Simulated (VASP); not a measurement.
# Ru (Cmcm) in VASP: a series of runs

Ru is run at these levels: PBEsol; tasks: single point.

Program: VASP 6.6.1. These are calculated values, not measurements. Logs are shortened: lines on timing, memory, paths and dates and some standing lists are left out, and cuts for length are marked.

**1. The cell of the first run**

It takes space group Cmcm (No. 63, orthorhombic). The conventional cell has a = 2.582 Å, b = 4.472 Å, c = 4.252 Å, α = 90.00°, β = 90.00°, γ = 90.00°. Ru (site symmetry m2m) has 12 Ru at 2.45 to 2.69 Å within 3.2 Å.

**2. Single point, PBEsol (atoms displaced along a vibrational mode, the cell strained)**

INCAR reads:

```
ALGO = Fast ; EDIFF = 1E-7
ENCUT = 520 ; GGA = PS
ISIF = 2 ; ISMEAR = 0
LASPH = T ; LCHARG = F
LREAL = F ; LWAVE = F
NBANDS = 21 ; NELM = 100
PREC = Accurate ; SIGMA = 0.15
```

KPOINTS reads:

```
k-points
0
Gamma
  18 18 10
```

POSCAR reads:

```
Ru
1.0
    2.5820973631      0.0000000000      0.0000000000
   -1.2910486816      2.2361619115      0.0000000000
    0.0000000000      0.0000000000      4.2523798378
Ru
2
Direct
    0.3633848245      0.7267696491      0.2500000000
    0.6366151755      0.2732303509      0.7500000000
```

Potentials or basis: VASP PAW PBE potentials, release 64 (Ru_pv).

Run with:

```sh
$ cat potpaw_PBE.64/Ru_pv/POTCAR > POTCAR
$ mpirun -np 1 vasp_std > vasp.out
```

OUTCAR:

```text
EDIFF = 1E-7
   ENCUT = 520
   GGA = PS
   ISIF = 2
   ISMEAR = 0
   LASPH = T
   LREAL = F
   NELM = 100
   PREC = Accurate

 ion  position               nearest neighbor table
   1  0.363  0.727  0.250-   2 2.45   2 2.45   2 2.69   2 2.69   2 2.69   2 2.69
   2  0.637  0.273  0.750-   1 2.45   1 2.45   1 2.69   1 2.69   1 2.69   1 2.69

  LATTYP: Found a hexagonal cell.
 ALAT       =     2.5820973631
 C/A-ratio  =     1.6468704467

  Lattice vectors:

 A1 = (   2.5820973631,   0.0000000000,   0.0000000000)
 A2 = (  -1.2910486816,   2.2361619115,   0.0000000000)
 A3 = (   0.0000000000,   0.0000000000,   4.2523798378)

Analysis of symmetry for initial positions (statically):
=====================================================================
 Subroutine PRICEL returns:
 Original cell was already a primitive cell.

 Routine SETGRP: Setting up the symmetry group for a
 hexagonal supercell.

 Subroutine GETGRP returns: Found  8 space group operations
 (whereof  4 operations were pure point group operations)
 out of a pool of 24 trial point group operations.

The static configuration has the point symmetry C_2h.
 The point group associated with its full space group is D_2h.

Analysis of symmetry for dynamics (positions and initial velocities):
=====================================================================
 Subroutine PRICEL returns:
 Original cell was already a primitive cell.

 Routine SETGRP: Setting up the symmetry group for a
 hexagonal supercell.

 Subroutine GETGRP returns: Found  8 space group operations
 (whereof  4 operations were pure point group operations)
 out of a pool of 24 trial point group operations.

The dynamic configuration has the point symmetry C_2h.
 The point group associated with its full space group is D_2h.

 Subroutine INISYM returns: Found  8 space group operations
 (whereof  4 operations are pure point group operations),
 and found     1 'primitive' translations

----------------------------------------------------------------------------------------

                                     Primitive cell

  volume of cell :      24.5532

  direct lattice vectors                    reciprocal lattice vectors
     2.582097363  0.000000000  0.000000000     0.387282065  0.223597405  0.000000000
    -1.291048682  2.236161911  0.000000000     0.000000000  0.447194809  0.000000000
     0.000000000  0.000000000  4.252379838     0.000000000  0.000000000  0.235162436

  length of vectors
     2.582097363  2.582097363  4.252379838     0.447194809  0.447194809  0.235162436

  position of ions in fractional coordinates (direct lattice)
     0.363384825  0.726769649  0.250000000
     0.636615175  0.273230351  0.750000000

  ion indices of the primitive-cell ions
   primitive index   ion index
                 1           1
                 2           2

----------------------------------------------------------------------------------------

 KPOINTS: k-points

Automatic generation of k-mesh.
 Grid dimensions read from file:
 generate k-points for:   18   18   10

 Generating k-lattice:

  Cartesian coordinates                     Fractional coordinates (reciprocal lattice)
     0.021515670  0.012422078  0.000000000     0.055555556  0.000000000  0.000000000
     0.000000000  0.024844156  0.000000000     0.000000000  0.055555556  0.000000000
     0.000000000  0.000000000  0.023516244     0.000000000  0.000000000  0.100000000

  Length of vectors
     0.024844156  0.024844156  0.023516244

  Shift w.r.t. Gamma in fractional coordinates (k-lattice)
     0.000000000  0.000000000  0.000000000

 Subroutine IBZKPT returns following result:
 ===========================================

 Found    546 irreducible k-points:

 Following reciprocal coordinates:
            Coordinates               Weight
  0.000000  0.000000  0.000000      1.000000
  0.055556  0.000000  0.000000      4.000000
  0.000000  0.055556  0.000000      2.000000
  0.111111  0.000000  0.000000      4.000000
  0.000000  0.111111  0.000000      2.000000
  0.166667  0.000000  0.000000      4.000000
[... 16 lines left out ...]
 -0.055556  0.166667  0.000000      4.000000
 -0.166667  0.111111  0.000000      4.000000
 [... further k-points ...]
   k-points           NKPTS =    546   k-points in BZ     NKDIM =    546   number of bands    NBANDS=     21
   number of dos      NEDOS =    301   number of ions     NIONS =      2
   total plane-waves  NPLWV =  12800
   dimension x,y,z NGX =    20 NGY =   20 NGZ =   32
   dimension x,y,z NGXF=    40 NGYF=   40 NGZF=   64
   ions per type =               2
   NGX,Y,Z   is equivalent  to a cutoff of  12.88, 12.88, 12.51 a.u.
   NGXF,Y,Z  is equivalent  to a cutoff of  25.75, 25.75, 25.02 a.u.
 SYSTEM =  unknown system
   PREC   = accura    normal or accurate (medium, high low for compatibility)
   ISTART =      0    job   : 0-new  1-cont  2-samecut
   ICHARG =      2    charge: 1-file 2-atom 10-const
[... 34 lines left out ...]
   IVDW    =     0    specifies the selected vdW correction
   LEPSILON=     F    determine dielectric tensor
   LRPA    =     F    only Hartree local field effects (RPA)
 non-spin polarized calculation
 RMM-DIIS sequential band-by-band and
 Gauss-broadening in eV      SIGMA  =   0.15
  energy-cutoff  :      520.00
  volume of cell :       24.55
 maximum number of plane-waves:       675
   NGX =  9   NGY =  9   NGZ = 15

 number of electron      28.0000002 magnetization

 Free energy of the ion-electron system (eV)
  ---------------------------------------------------
  ext. energy  EPLUGINS =         0.00000000
  ---------------------------------------------------
  free energy    TOTEN  =       -19.80008734 eV

  energy without entropy =      -19.78207072  energy(sigma->0) =      -19.79107903

 E-fermi :  14.7024     XC(G=0): -14.9043

 val. band max:       14.6986068275   @ k =   0.2778   0.0000   0.3000
 cond. band min:      14.7038862921   @ k =  -0.1111   0.4444   0.3000
 fundamental gap:      0.0052794646
 Fermi energy:        14.7024407497

 k-point     1 :       0.0000    0.0000    0.0000
  band No.  band energies     occupation
      1     -29.3969      2.00000
      2     -28.0812      2.00000
      3     -27.8946      2.00000
      4     -27.8483      2.00000
      5     -27.8096      2.00000
      6     -27.8028      2.00000
[... 13 lines left out ...]
     20      24.8691      0.00000
     21      25.7710      0.00000

 k-point     2 :       0.0556    0.0000    0.0000
  band No.  band energies     occupation
      1     -29.3840      2.00000
      2     -28.0979      2.00000
      3     -27.9292      2.00000
      4     -27.8770      2.00000
      5     -27.8138      2.00000
      6     -27.8128      2.00000
[... 13 lines left out ...]
     20      24.8691      0.00000
     21      25.7482      0.00000

 k-point     3 :       0.0000    0.0556    0.0000
  band No.  band energies     occupation
      1     -29.3808      2.00000
      2     -28.1163      2.00000
      3     -27.9148      2.00000
      4     -27.8450      2.00000
      5     -27.8422      2.00000
      6     -27.8164      2.00000
[... 13 lines left out ...]
     20      24.8691      0.00000
     21      25.7397      0.00000

 k-point     4 :       0.1111    0.0000    0.0000
  band No.  band energies     occupation
      1     -29.3463      2.00000
      2     -28.1576      2.00000
      3     -28.0209      2.00000
      4     -27.9629      2.00000
      5     -27.8375      2.00000
      6     -27.8225      2.00000
[... 13 lines left out ...]
     20      24.8690      0.00000
     21      25.6714      0.00000

 k-point     5 :       0.0000    0.1111    0.0000
  band No.  band energies     occupation
      1     -29.3336      2.00000
      2     -28.2169      2.00000
      3     -27.9605      2.00000
      4     -27.9551      2.00000
      5     -27.8480      2.00000
      6     -27.8370      2.00000
[... 13 lines left out ...]
     20      24.8691      0.00000
     21      25.6431      0.00000
[... 382 lines left out ...]
     20      24.8690      0.00000
     21      25.7086      0.00000

 k-point    22 :       0.1111    0.0556    0.0000
  band No.  band energies     occupation
      1     -29.3011      2.00000
      2     -28.2623      2.00000
      3     -28.1127      2.00000
      4     -27.9733      2.00000
      5     -27.8751      2.00000
      6     -27.8428      2.00000
[... 13 lines left out ...]
     20      24.8690      0.00000
     21      25.5668      0.00000

 k-point    23 :      -0.0556    0.1667    0.0000
  band No.  band energies     occupation
      1     -29.2912      2.00000
      2     -28.2966      2.00000
      3     -28.0865      2.00000
      4     -27.9710      2.00000
      5     -27.8705      2.00000
      6     -27.8540      2.00000
[... 13 lines left out ...]
     20      24.8690      0.00000
     21      25.5526      0.00000

 k-point    24 :      -0.1667    0.1111    0.0000
  band No.  band energies     occupation
      1     -29.3159      2.00000
      2     -28.1937      2.00000
      3     -28.1026      2.00000
      4     -28.0693      2.00000
      5     -27.8560      2.00000
      6     -27.8258      2.00000
[... 13 lines left out ...]
     20      24.8690      0.00000
     21      25.6111      0.00000

 [... further k-points ...]
[... 5 lines left out ...]
  --------------------------------------------------------------------------------------
  -------------------------------------------------------------------------------------
  Total        5.7051756      7.8651533      4.4105337     -0.0000000      0.0000000      0.0000000
  in kB      372.2816992    513.2274323    287.8020063     -0.0000000      0.0000000      0.0000000
  external PRESSURE =     391.1037126 kB  Pullay stress =       0.0000000 kB

 VOLUME and BASIS-vectors are now :
 -----------------------------------------------------------------------------
  energy-cutoff  :      520.00
  volume of cell :       24.55
      direct lattice vectors                 reciprocal lattice vectors
     2.582097363  0.000000000  0.000000000     0.387282065  0.223597405  0.000000000
    -1.291048682  2.236161911  0.000000000     0.000000000  0.447194809  0.000000000
     0.000000000  0.000000000  4.252379838     0.000000000  0.000000000  0.235162436

 POSITION                                       TOTAL-FORCE (eV/Angst)
 -----------------------------------------------------------------------------------
     -0.00000      1.62517      1.06309         0.000000     -2.077346     -0.000000
      1.29105      0.61099      3.18928        -0.000000      2.077346      0.000000
 -----------------------------------------------------------------------------------
    total drift:                                0.000000     -0.000000      0.000000

  FREE ENERGIE OF THE ION-ELECTRON SYSTEM (eV)
  ---------------------------------------------------
  free  energy   TOTEN  =       -19.8000873369 eV

  energy  without entropy=      -19.7820707168  energy(sigma->0) =      -19.79107903
```

Wall time 2 min (1 thread of Intel Xeon 6975P-C (Granite Rapids), shared host); peak memory 0.31 GiB.

What came out:

```yaml
Free_energy: -19.8001 eV
Pressure: 39.1 GPa
Largest_force: 2.077 eV/Å
Band_gap_on_the_k_mesh: zero (bands 14 and 15 overlap by 3.59 eV)
```

Forces in eV/Å, atoms in the order of the input:
```
Ru   0.000 -2.077  0.000
Ru   0.000  2.077  0.000
```

Levels at points of the mesh, in eV from the Fermi level:
```
           k point  band 11  band 12  band 13  band 14  band 15  band 16  band 17  band 18
(0.00, 0.00, 0.00)    -2.83    -2.63    -1.92    -1.89    -0.37     0.33     0.84     1.97
(0.50, 0.00, 0.00)    -2.35    -2.03    -1.46     1.55     2.11     2.19     4.25     7.26
(0.00, 0.50, 0.00)    -3.08    -2.72    -1.93     1.78     1.91     2.53     5.57     6.02
(0.00, 0.00, 0.50)    -3.24    -3.24    -2.86    -2.86     0.30     0.30     0.81     0.81
(0.50, 0.00, 0.50)    -1.17    -1.17     0.26     0.26     2.20     2.20     4.37     4.37
(0.00, 0.50, 0.50)    -1.06    -1.06     1.69     1.69     2.15     2.15     2.79     2.79
```

Caveat: the cell differs from its parent crystal (atoms displaced along a vibrational mode, the cell strained); the stress differs along the axes, from 29 to 51 GPa; the PAW data sets were made with another functional, which shifts forces and pressure a little.

**3. Single point, PBEsol (atoms displaced along a vibrational mode, the cell strained)**

INCAR reads:

```
PREC     = Accurate       # precision mode
ENCUT    = 520            # plane-wave cutoff, eV
EDIFF    = 1E-6           # SCF threshold, eV
ISMEAR   = 0              # smearing method
SIGMA    = 0.15           # smearing width, eV
LREAL    = False          # projectors in reciprocal space
LASPH    = True           # aspherical terms in the spheres
NELM     = 100            # most SCF steps
ALGO     = Fast           # electronic algorithm
ISIF     = 2              # what is computed and relaxed
LWAVE    = False          # write WAVECAR
LCHARG   = True           # write CHGCAR
GGA      = PS             # functional
LELF     = True           # ELF
LVHAR    = True         
NBANDS   = 21             # bands
```

KPOINTS reads:

```
regular mesh
0
Gamma
  18 18 10
```

POSCAR reads:

```
Ru
1.0
    2.5820973631      0.0000000000      0.0000000000
   -1.2910486816      2.2361619115      0.0000000000
    0.0000000000      0.0000000000      4.2523798378
Ru
2
Direct
    0.3032818421      0.6065636843      0.2500000000
    0.6967181579      0.3934363157      0.7500000000
```

Potentials or basis: VASP PAW PBE potentials, release 64 (Ru_pv).

Run with:

```sh
$ cat potpaw_PBE.64/Ru_pv/POTCAR > POTCAR
$ mpirun -np 1 vasp_std > vasp.out
```

Run time: 1.7 min. Hardware: 1 thread of Intel Xeon 6975P-C (Granite Rapids), shared host; peak memory 0.31 GiB.

The run converged. Its results:

| Quantity | Value |
| --- | --- |
| Free energy | -19.7815 eV |
| Pressure | 38.5 GPa |
| Largest force | 2.274 eV/Å |
| Band gap on the k mesh | zero (bands 14 and 15 overlap by 3.78 eV) |

Forces in eV/Å, atoms in the order of the input:
```
Ru   0.000  2.274  0.000
Ru   0.000 -2.274  0.000
```

Stress tensor (GPa, compression positive):
```
51.27  0.00  0.00
 0.00 35.19  0.00
 0.00  0.00 28.99
```

Levels at points of the mesh, in eV from the Fermi level:
| k point | band 12 | band 13 | band 14 | band 15 | band 16 | band 17 |
| --- | --- | --- | --- | --- | --- | --- |
| (0.00, 0.00, 0.00) | -2.23 | -2.08 | -2.07 | -0.28 | 0.28 | 0.84 |
| (0.50, 0.00, 0.00) | -2.30 | -2.26 | 1.39 | 1.89 | 2.41 | 5.14 |
| (0.00, 0.50, 0.00) | -1.35 | -1.04 | 2.08 | 2.23 | 2.29 | 3.75 |
| (0.00, 0.00, 0.50) | -3.13 | -2.94 | -2.94 | 0.22 | 0.22 | 0.67 |
| (0.50, 0.00, 0.50) | -0.88 | 1.18 | 1.18 | 2.16 | 2.16 | 3.32 |
| (0.00, 0.50, 0.50) | -1.22 | -0.62 | -0.62 | 2.20 | 2.20 | 4.84 |

Caveat: the cell differs from its parent crystal (atoms displaced along a vibrational mode, the cell strained); the stress differs along the axes, from 29 to 51 GPa; the PAW data sets were made with another functional, which shifts forces and pressure a little.

**4. Single point, PBEsol (atoms displaced along a vibrational mode, the cell strained)**

INCAR reads:

```
ALGO = Fast
EDIFF = 1E-6
ENCUT = 520
GGA = PS
ISIF = 2
ISMEAR = 0
LASPH = T
LCHARG = F
LREAL = F
LWAVE = F
NBANDS = 21
NELM = 100
PREC = Accurate
SIGMA = 0.15
```

KPOINTS reads:

```
k-points
0
Gamma
  18 18 10
```

POSCAR reads:

```
Ru
1.0
    2.5820973631      0.0000000000      0.0000000000
   -1.2910486816      2.2361619115      0.0000000000
    0.0000000000      0.0000000000      4.2523798378
Ru
2
Direct
    0.3533605057      0.7067210114      0.2500000000
    0.6466394943      0.2932789886      0.7500000000
```

Run with:

```sh
$ cat potpaw_PBE.64/Ru_pv/POTCAR > POTCAR
$ mpirun -np 1 vasp_std > vasp.out
```

It took 89 s on 1 thread of Intel Xeon 6975P-C (Granite Rapids), shared host; peak memory 0.31 GiB.

The run converged. Its results:

- Free energy: -19.9591 eV
- Pressure: 36.6 GPa
- Largest force: 1.458 eV/Å
- Band gap on the k mesh: zero (bands 14 and 15 overlap by 3.56 eV)

Forces in eV/Å, atoms in the order of the input:
```
Ru   0.000 -1.458  0.000
Ru   0.000  1.458  0.000
```

Stress tensor (GPa, compression positive):
```
38.77  0.00  0.00
 0.00 48.33  0.00
 0.00  0.00 22.71
```

Levels at points of the mesh, in eV from the Fermi level:
| k point | band 11 | band 12 | band 13 | band 14 | band 15 | band 16 | band 17 | band 18 |
| --- | --- | --- | --- | --- | --- | --- | --- | --- |
| (0.00, 0.00, 0.00) | -2.88 | -2.51 | -2.02 | -1.74 | -0.67 | 0.70 | 0.87 | 1.90 |
| (0.50, 0.00, 0.00) | -2.23 | -2.13 | -1.58 | 1.87 | 2.08 | 2.27 | 4.42 | 7.20 |
| (0.00, 0.50, 0.00) | -3.08 | -2.41 | -1.95 | 1.84 | 1.96 | 2.51 | 5.34 | 6.38 |
| (0.00, 0.00, 0.50) | -3.19 | -3.19 | -2.94 | -2.94 | 0.40 | 0.40 | 0.79 | 0.79 |
| (0.50, 0.00, 0.50) | -1.10 | -1.10 | 0.26 | 0.26 | 2.22 | 2.22 | 4.19 | 4.19 |
| (0.00, 0.50, 0.50) | -1.04 | -1.04 | 1.30 | 1.30 | 2.18 | 2.18 | 3.13 | 3.13 |

Caveat: the cell differs from its parent crystal (atoms displaced along a vibrational mode, the cell strained); the stress differs along the axes, from 23 to 48 GPa; the PAW data sets were made with another functional, which shifts forces and pressure a little.

**5. Single point, PBEsol (atoms displaced along a vibrational mode, the cell strained)**

INCAR reads:

```
SYSTEM = Ru
ALGO = Fast ; EDIFF = 1E-6
ENCUT = 520 ; GGA = PS
ISIF = 2 ; ISMEAR = 0
LASPH = .True. ; LCHARG = .False.
LREAL = .False. ; LWAVE = .False.
NBANDS = 21 ; NELM = 80
PREC = Accurate ; SIGMA = 0.15
```

KPOINTS reads:

```
k-points
0
Gamma
  18 18 10
  0 0 0
```

POSCAR reads:

```
Ru
1.0
    2.5820973631      0.0000000000      0.0000000000
   -1.2910486816      2.2361619115      0.0000000000
    0.0000000000      0.0000000000      4.2523798378
Ru
2
Direct
    0.3133061610      0.6266123220      0.2500000000
    0.6866938390      0.3733876780      0.7500000000
```

Run with:

```sh
$ cat potpaw_PBE.64/Ru_pv/POTCAR > POTCAR
$ mpirun -np 1 vasp_std > vasp.out
```

Wall time 88 s (1 thread of Intel Xeon 6975P-C (Granite Rapids), shared host); peak memory 0.31 GiB.

The run converged. Its results:

```yaml
Free_energy: -19.9536 eV
Pressure: 36.4 GPa
Largest_force: 1.546 eV/Å
Band_gap_on_the_k_mesh: zero (bands 14 and 15 overlap by 3.89 eV)
```

Forces in eV/Å, atoms in the order of the input:
```
Ru   0.000  1.546  0.000
Ru   0.000 -1.546  0.000
```

Stress tensor (GPa, compression positive):
```
48.59  0.00  0.00
 0.00 37.83  0.00
 0.00  0.00 22.72
```

Levels at points of the mesh, in eV from the Fermi level:
| k point | band 10 | band 11 | band 12 | band 13 | band 14 | band 15 | band 16 | band 17 | band 18 | band 19 |
| --- | --- | --- | --- | --- | --- | --- | --- | --- | --- | --- |
| (0.00, 0.00, 0.00) | -3.15 | -2.82 | -2.30 | -2.13 | -1.82 | -0.62 | 0.67 | 0.87 | 2.01 | 10.16 |
| (0.50, 0.00, 0.00) | -3.19 | -2.99 | -2.14 | -2.11 | 1.75 | 1.92 | 2.43 | 5.04 | 6.68 | 10.17 |
| (0.00, 0.50, 0.00) | -3.40 | -1.96 | -1.77 | -1.30 | 2.16 | 2.19 | 2.23 | 4.09 | 7.45 | 10.17 |
| (0.00, 0.00, 0.50) | -3.36 | -3.13 | -3.13 | -2.99 | -2.99 | 0.39 | 0.39 | 0.74 | 0.74 | 10.18 |
| (0.50, 0.00, 0.50) | -5.57 | -0.98 | -0.98 | 0.96 | 0.96 | 2.19 | 2.19 | 3.49 | 3.49 | 10.17 |
| (0.00, 0.50, 0.50) | -5.43 | -1.16 | -1.16 | -0.24 | -0.24 | 2.23 | 2.23 | 4.53 | 4.53 | 10.17 |

Caveat: the cell differs from its parent crystal (atoms displaced along a vibrational mode, the cell strained); the stress differs along the axes, from 23 to 49 GPa; the PAW data sets were made with another functional, which shifts forces and pressure a little.

**6. Summary**

```tsv
cell	further INCAR settings	gap on the mesh (eV)	pressure (GPa)	largest force (eV/Å)
as given, atomic positions A	ALGO = Fast; EDIFF = 1e-07; NBANDS = 21	none	39.1	2.08
as given, atomic positions B	ALGO = Fast; EDIFF = 1e-06; NBANDS = 21	none	38.5	2.27
as given, atomic positions C	ALGO = Fast; EDIFF = 1e-06; NBANDS = 21	none	36.6	1.46
as given, atomic positions D	ALGO = Fast; EDIFF = 1e-06; NBANDS = 21	none	36.4	1.55
```

Alike in all rows: task single point; level PBEsol; potentials or basis VASP PAW PBE potentials, release 64 (Ru_pv); no spin polarisation; k mesh 18 × 18 × 10; cutoff (eV) 520; smearing gaussian 0.15 eV.

Caveats: the PAW data sets were made with another functional, which shifts forces and pressure a little; the stress differs along the axes, from 29 to 51 GPa (at least some runs); the stress differs along the axes, from 23 to 48 GPa (at least some runs); the stress differs along the axes, from 23 to 49 GPa (at least some runs).

Absolute energies hang on the potentials; compare differences alone.
